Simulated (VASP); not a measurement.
Ta16Cu: single point with PBE+D3(BJ)

System: Ta16Cu, a slab with vacuum.

```xyz
17
Lattice="6.5700 0.0000 0.0000 0.0000 6.5700 0.0000 0.0000 0.0000 21.9099" Properties=species:S:1:pos:R:3 pbc="T T T"
Ta    1.6425    1.6425    4.0000
Ta    1.6425    4.9275    4.0000
Ta    4.9275    1.6425    4.0000
Ta    4.9275    4.9275    4.0000
Ta    0.0000    0.0000    5.6425
Ta    0.0000    3.2850    5.6425
Ta    3.2850    0.0000    5.6425
Ta    3.2850    3.2850    5.6425
Ta    1.6425    1.6425    7.2883
Ta    1.6425    4.9275    7.2883
Ta    4.9275    1.6425    7.2883
Ta    4.9275    4.9275    7.2883
Ta    0.0000    0.0000    8.8099
Ta    0.0000    3.2850    8.8099
Ta    3.2850    0.0000    8.8099
Ta    3.2850    3.2850    8.8099
Cu    0.0000    0.0000   11.9099
```

```yaml
Program: VASP 6.6.1
Task: single point
Functional: PBE
Dispersion: D3(BJ)
Potentials_or_basis: VASP PAW PBE potentials, release 64 (Ta_pv, Cu)
Cutoff: 520 eV
k_mesh: 4 × 4 × 1
Occupations: gaussian, width 0.1 eV
Spin: no spin polarisation
Dipole_correction: yes
Further_INCAR_settings: LREAL = Auto; ALGO = Normal; EDIFF = 1e-06; NBANDS = 108
```

```
Largest force              : 1.395 eV/Å
Band gap on the k mesh     : zero (an odd number of electrons rules out a gap without spin polarisation)
Dispersion energy per atom : -0.400 eV
```

Forces on the atoms (eV/Å):
```
Ta   0.011  0.011  0.500
Ta   0.011 -0.011  0.500
Ta  -0.011  0.011  0.500
Ta  -0.011 -0.011  0.500
Ta   0.000  0.000 -0.636
Ta   0.000  0.000 -0.505
Ta   0.000  0.000 -0.505
Ta   0.000  0.000 -0.507
Ta   0.006  0.006 -0.018
Ta   0.006 -0.006 -0.018
Ta  -0.006  0.006 -0.018
Ta  -0.006 -0.006 -0.018
Ta   0.000  0.000  1.395
Ta   0.000  0.000  0.228
Ta   0.000  0.000  0.228
Ta   0.000  0.000 -0.258
Cu   0.000  0.000 -1.367
```

Levels at points of the mesh, in eV from the Fermi level:
```tsv
k point	band 89	band 90	band 91	band 92	band 93	band 94	band 95	band 96	band 97	band 98
(0.00, 0.00, 0.00)	-0.08	-0.07	-0.07	-0.07	0.14	0.15	0.18	0.18	0.37	0.37
(0.50, 0.00, 0.00)	-0.65	-0.56	-0.43	-0.43	-0.35	-0.07	0.13	0.31	0.31	0.31
(0.50, 0.50, 0.00)	-0.89	-0.88	-0.85	-0.85	-0.82	-0.53	-0.12	-0.12	-0.12	-0.06
```

Wall time 77 min on 1 thread of Intel Xeon 8259CL (shared host), peak memory 1 GiB.

Caveat: spin-orbit coupling is left out, which moves the levels of the heavy elements.
